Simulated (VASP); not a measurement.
# Bi in VASP: density of states with PBE

Aim: the density of states of Bi with PBE.

Everything below comes from runs of VASP 6.6.1. Logs are shortened: lines on timing, memory, paths and dates and some standing lists are left out, and cuts for length are marked.

## 1. The cell of the first run

The cell holds a slab with vacuum, 4 atoms: a = 4.539 Å, b = 4.539 Å, c = 32.743 Å, α = 90.00°, β = 90.00°, γ = 120.00°.

## 2. Density of states, PBE

The input, POSCAR:

```
Bi
1.0
    4.5390002997      0.0000000000      0.0000000000
   -2.2695001498      3.9308895674      0.0000000000
    0.0000000000      0.0000000000     32.7435000000
Bi
4
Direct
    0.6666666667      0.3333333334      0.2290530945
    0.3333333333      0.6666666666      0.4096843648
    0.6666666667      0.3333333334      0.5903156352
    0.3333333333      0.6666666666      0.7709469055
```

The input, INCAR.step1:

```
ALGO = Normal
EDIFF = 1E-7
ENCUT = 520
GGA = PE
ISIF = 2
ISMEAR = -1
LASPH = T
LCHARG = T
LREAL = F
LWAVE = F
NBANDS = 38
NELM = 60
PREC = Accurate
SIGMA = 0.05
```

The input, KPOINTS.step1:

```
k-points
0
Gamma
  7 7 1
```

The input, INCAR.step2:

```
ALGO = Normal
EDIFF = 1E-7
ENCUT = 520
GGA = PE
ICHARG = 11
ISIF = 2
ISMEAR = -5
LASPH = T
LCHARG = F
LORBIT = 10
LREAL = F
LWAVE = F
NBANDS = 38
NEDOS = 1001
NELM = 60
PREC = Accurate
SIGMA = 0.05
```

The input, KPOINTS.step2:

```
k-points
0
Gamma
  11 11 1
```

Potentials or basis: VASP PAW PBE potentials, release 64 (Bi_d).

The run is started by

```console
$ cat potpaw_PBE.64/Bi_d/POTCAR > POTCAR
$ cp INCAR.step1 INCAR
$ cp KPOINTS.step1 KPOINTS
$ mpirun -np 1 vasp_std > vasp.out
$ cp INCAR.step2 INCAR
$ cp KPOINTS.step2 KPOINTS
$ mpirun -np 1 vasp_std > vasp.out
```

OUTCAR:

```text
EDIFF = 1E-7
   ENCUT = 520
   GGA = PE
   ICHARG = 11
   ISIF = 2
   ISMEAR = -5
   LASPH = T
   LORBIT = 10
   LREAL = F
   NELM = 60
   PREC = Accurate

 ion  position               nearest neighbor table
   1  0.667  0.333  0.229-
   2  0.333  0.667  0.410-
   3  0.667  0.333  0.590-
   4  0.333  0.667  0.771-

  LATTYP: Found a hexagonal cell.
 ALAT       =     4.5390002997
 C/A-ratio  =     7.2138131390

  Lattice vectors:

 A1 = (   4.5390002997,   0.0000000000,   0.0000000000)
 A2 = (  -2.2695001498,   3.9308895674,   0.0000000000)
 A3 = (   0.0000000000,   0.0000000000,  32.7435000000)

Analysis of symmetry for initial positions (statically):
=====================================================================
 Subroutine PRICEL returns:
 Original cell was already a primitive cell.

 Routine SETGRP: Setting up the symmetry group for a
 hexagonal supercell.

 Subroutine GETGRP returns: Found 12 space group operations
 (whereof 12 operations were pure point group operations)
 out of a pool of 24 trial point group operations.

The static configuration has the point symmetry D_3d.

Analysis of symmetry for dynamics (positions and initial velocities):
=====================================================================
 Subroutine PRICEL returns:
 Original cell was already a primitive cell.

 Routine SETGRP: Setting up the symmetry group for a
 hexagonal supercell.

 Subroutine GETGRP returns: Found 12 space group operations
 (whereof 12 operations were pure point group operations)
 out of a pool of 24 trial point group operations.

The dynamic configuration has the point symmetry D_3d.

 Subroutine INISYM returns: Found 12 space group operations
 (whereof 12 operations are pure point group operations),
 and found     1 'primitive' translations

----------------------------------------------------------------------------------------

                                     Primitive cell

  volume of cell :     584.2196

  direct lattice vectors                    reciprocal lattice vectors
     4.539000300  0.000000000  0.000000000     0.220312830  0.127197672  0.000000000
    -2.269500150  3.930889567  0.000000000     0.000000000  0.254395343  0.000000000
     0.000000000  0.000000000 32.743500000     0.000000000  0.000000000  0.030540413

  length of vectors
     4.539000300  4.539000300 32.743500000     0.254395343  0.254395343  0.030540413

  position of ions in fractional coordinates (direct lattice)
     0.666666667  0.333333333  0.229053095
     0.333333333  0.666666667  0.409684365
     0.666666667  0.333333333  0.590315635
     0.333333333  0.666666667  0.770946905

  ion indices of the primitive-cell ions
   primitive index   ion index
                 1           1
                 2           2
                 3           3
                 4           4

----------------------------------------------------------------------------------------

 KPOINTS: k-points

Automatic generation of k-mesh.
 Grid dimensions read from file:
 generate k-points for:   11   11    1

 Generating k-lattice:

  Cartesian coordinates                     Fractional coordinates (reciprocal lattice)
     0.020028439  0.011563425  0.000000000     0.090909091  0.000000000  0.000000000
     0.000000000  0.023126849  0.000000000     0.000000000  0.090909091  0.000000000
     0.000000000  0.000000000  0.030540413     0.000000000  0.000000000  1.000000000

  Length of vectors
     0.023126849  0.023126849  0.030540413

  Shift w.r.t. Gamma in fractional coordinates (k-lattice)
     0.000000000  0.000000000  0.000000000

 TETIRR: Found     66 inequivalent tetrahedra from      726

 Subroutine IBZKPT returns following result:
 ===========================================

 Found     16 irreducible k-points:

 Following reciprocal coordinates:
            Coordinates               Weight
  0.000000  0.000000  0.000000      1.000000
  0.090909  0.000000  0.000000      6.000000
  0.181818 -0.000000  0.000000      6.000000
  0.272727  0.000000  0.000000      6.000000
  0.363636 -0.000000  0.000000      6.000000
  0.454545  0.000000  0.000000      6.000000
[... 8 lines left out ...]
  0.272727  0.272727  0.000000      6.000000
  0.363636  0.272727  0.000000      6.000000
   k-points           NKPTS =     16   k-points in BZ     NKDIM =     16   number of bands    NBANDS=     38
   number of dos      NEDOS =   1001   number of ions     NIONS =      4
   total plane-waves  NPLWV = 324000
   dimension x,y,z NGX =    36 NGY =   36 NGZ =  250
   dimension x,y,z NGXF=    72 NGYF=   72 NGZF=  500
   ions per type =               4
   NGX,Y,Z   is equivalent  to a cutoff of  13.19, 13.19, 12.69 a.u.
   NGXF,Y,Z  is equivalent  to a cutoff of  26.37, 26.37, 25.39 a.u.
 SYSTEM =  unknown system
   PREC   = accura    normal or accurate (medium, high low for compatibility)
   ISTART =      0    job   : 0-new  1-cont  2-samecut
   ICHARG =     11    charge: 1-file 2-atom 10-const
   ISPIN  =      1    spin polarized calculation?
   LNONCOLLINEAR =      F non collinear calculations
   LSORBIT =      F    spin-orbit coupling
   LASPH  =      T    aspherical Exc in radial PAW
   ENCUT  =  520.0 eV  38.22 Ry    6.18 a.u.   8.44  8.44 60.88*2*pi/ulx,y,z
   NELM   =     60;   NELMIN=  2; NELMDL=  0     # of ELM steps
   EDIFF  = 0.1E-06   stopping-criterion for ELM
   LREAL  =      F    real-space projection
   EDIFFG = 0.1E-05   stopping-criterion for IOM
   NSW    =      0    number of steps for IOM
   IBRION =     -1    ionic relax: 0-MD 1-quasi-New 2-CG
   NFREE  =      0    steps in history (QN), initial steepest desc. (CG)
   ISIF   =      2    stress and relaxation
   ISYM   =      2    0-nonsym 1-usesym 2-fastsym
   POTIM  = 0.5000    time-step for ionic-motion
   TEBEG  =    0.0;   TEEND  =   0.0 temperature during run
   PSTRESS=    0.0 pullay stress
   NELECT =      60.0000    total number of electrons
   NUPDOWN=      -1.0000    fix difference up-down
   EMIN   =  10.00;   EMAX   =-10.00  energy-range for DOS
   EFERMI =   0.00;   METHOD = LEGACY
   ISMEAR =    -5;   SIGMA  =   0.05  broadening in eV -4-tet -1-fermi 0-gaus
   EFERMI_NEDOS =   21; number of points for ismear=-14 and -15
   IALGO  =     38    algorithm
   IMIX   =      4    mixing-type and parameters
     AMIX     =   0.40;   BMIX     =  1.00
     AMIX_MAG =   1.60;   BMIX_MAG =  1.00
  volume/ion in A,a.u.               =     146.05       985.63
  Fermi-wavevector in a.u.,A,eV,Ry     =   0.766655  1.448768  7.996955  0.587760
  Thomas-Fermi vector in A             =   1.867041
   LORBIT       =     10    0 simple, 1 ext, 2 COOP (PROOUT), +10 PAW based schemes
   GGA     = PE    functional components
   LHFCALC =     F    Hartree Fock is set to
   AEXX    =    0.0000 exact exchange contribution
   IVDW    =     0    specifies the selected vdW correction
   LEPSILON=     F    determine dielectric tensor
   LRPA    =     F    only Hartree local field effects (RPA)
 non-spin polarized calculation
 Fermi weights with tetrahedron method with Bloechl corrections
  energy-cutoff  :      520.00
  volume of cell :      584.22
 maximum number of plane-waves:     15823
 NGX is ok and might be reduce to    36

 number of electron      59.9999991 magnetization

 Free energy of the ion-electron system (eV)
  ---------------------------------------------------
  ext. energy  EPLUGINS =         0.00000000
  ---------------------------------------------------
  free energy    TOTEN  =        -6.40636380 eV

  energy without entropy =       -6.40636380  energy(sigma->0) =       -6.40636380

 E-fermi :  -2.0686     XC(G=0):  -4.0060

 val. band max:       -2.0584588548   @ k =   0.2727   0.1818   0.0000
 cond. band min:      -2.0569368908   @ k =   0.3636   0.1818   0.0000
 fundamental gap:      0.0015219640
 Fermi energy:        -2.0685545240

 k-point     1 :       0.0000    0.0000    0.0000
  band No.  band energies     occupation
      1     -24.9340      2.00000
      2     -24.9340      2.00000
      3     -24.9340      2.00000
      4     -24.9340      2.00000
      5     -24.9298      2.00000
      6     -24.9298      2.00000
[... 30 lines left out ...]
     37       1.0670      0.00000
     38       1.3616      0.00000

 k-point     2 :       0.0909    0.0000    0.0000
  band No.  band energies     occupation
      1     -24.9340      2.00000
      2     -24.9340      2.00000
      3     -24.9334      2.00000
      4     -24.9334      2.00000
      5     -24.9298      2.00000
      6     -24.9298      2.00000
[... 30 lines left out ...]
     37       1.3249      0.00000
     38       1.6115      0.00000

 k-point     3 :       0.1818   -0.0000    0.0000
  band No.  band energies     occupation
      1     -24.9340      2.00000
      2     -24.9340      2.00000
      3     -24.9319      2.00000
      4     -24.9319      2.00000
      5     -24.9298      2.00000
      6     -24.9298      2.00000
[... 30 lines left out ...]
     37       1.7457      0.00000
     38       2.0142      0.00000

 k-point     4 :       0.2727    0.0000    0.0000
  band No.  band energies     occupation
      1     -24.9340      2.00000
      2     -24.9340      2.00000
      3     -24.9299      2.00000
      4     -24.9299      2.00000
      5     -24.9298      2.00000
      6     -24.9298      2.00000
[... 30 lines left out ...]
     37       2.1741      0.00000
     38       2.3988      0.00000
[... 375 lines left out ...]
      4     -24.9283      2.00000
      5     -24.9280      2.00000
      6     -24.9280      2.00000
[... 30 lines left out ...]
     37       2.9247      0.00000
     38       2.9743      0.00000

 k-point    15 :       0.2727    0.2727    0.0000
  band No.  band energies     occupation
      1     -24.9315      2.00000
      2     -24.9315      2.00000
      3     -24.9287      2.00000
      4     -24.9287      2.00000
      5     -24.9274      2.00000
      6     -24.9274      2.00000
[... 30 lines left out ...]
     37       3.0983      0.00000
     38       3.1478      0.00000

 k-point    16 :       0.3636    0.2727    0.0000
  band No.  band energies     occupation
      1     -24.9308      2.00000
      2     -24.9308      2.00000
      3     -24.9290      2.00000
      4     -24.9290      2.00000
      5     -24.9267      2.00000
      6     -24.9267      2.00000
[... 30 lines left out ...]
     37       3.1590      0.00000
     38       3.2664      0.00000

------------------------ aborting loop because EDIFF is reached ----------------------------------------

  FORCE on cell =-STRESS in cart. coord.  units (eV):
  Direction    XX          YY          ZZ          XY          YZ          ZX
  --------------------------------------------------------------------------------------
  -------------------------------------------------------------------------------------
  Total      -12.9424509    -12.9424509     -0.4033798     -0.0000000     -0.0000000      0.0000000
  in kB      -35.4936737    -35.4936737     -1.1062380     -0.0000000     -0.0000000      0.0000000
  external PRESSURE =     -24.0311952 kB  Pullay stress =       0.0000000 kB

 VOLUME and BASIS-vectors are now :
 -----------------------------------------------------------------------------
  energy-cutoff  :      520.00
  volume of cell :      584.22
      direct lattice vectors                 reciprocal lattice vectors
     4.539000300  0.000000000  0.000000000     0.220312830  0.127197672  0.000000000
    -2.269500150  3.930889567  0.000000000     0.000000000  0.254395343  0.000000000
     0.000000000  0.000000000 32.743500000     0.000000000  0.000000000  0.030540413

 POSITION                                       TOTAL-FORCE (eV/Angst)
 -----------------------------------------------------------------------------------
      2.26950      1.31030      7.50000         0.000000      0.000000      0.038740
      0.00000      2.62059     13.41450         0.000000     -0.000000      0.000870
      2.26950      1.31030     19.32900        -0.000000      0.000000     -0.000870
      0.00000      2.62059     25.24350        -0.000000     -0.000000     -0.038740
 -----------------------------------------------------------------------------------
    total drift:                               -0.000000      0.000000      0.000000

  FREE ENERGIE OF THE ION-ELECTRON SYSTEM (eV)
  ---------------------------------------------------
  free  energy   TOTEN  =        -6.4063637956 eV

  energy  without entropy=       -6.4063637956  energy(sigma->0) =       -6.40636380

 total charge

# of ion       s       p       d       tot
------------------------------------------
    1        1.551   1.146   9.885  12.582
    2        1.552   1.135   9.885  12.571
    3        1.552   1.135   9.885  12.571
    4        1.551   1.146   9.885  12.582
--------------------------------------------------
tot          6.206   4.562  39.538  50.306
```

It took 9.9 min on 1 thread of Intel Xeon Platinum 8259CL at 2.50GHz (Skylake/Cascade Lake), shared host; peak memory 0.72 GiB.

What came out:

```
Valence electrons inside the program's atomic spheres : Bi 12.58, 12.57
```

Caveat: spin-orbit coupling is left out, which moves the levels of the heavy elements; tetrahedron occupations give inexact forces and stress in metals.
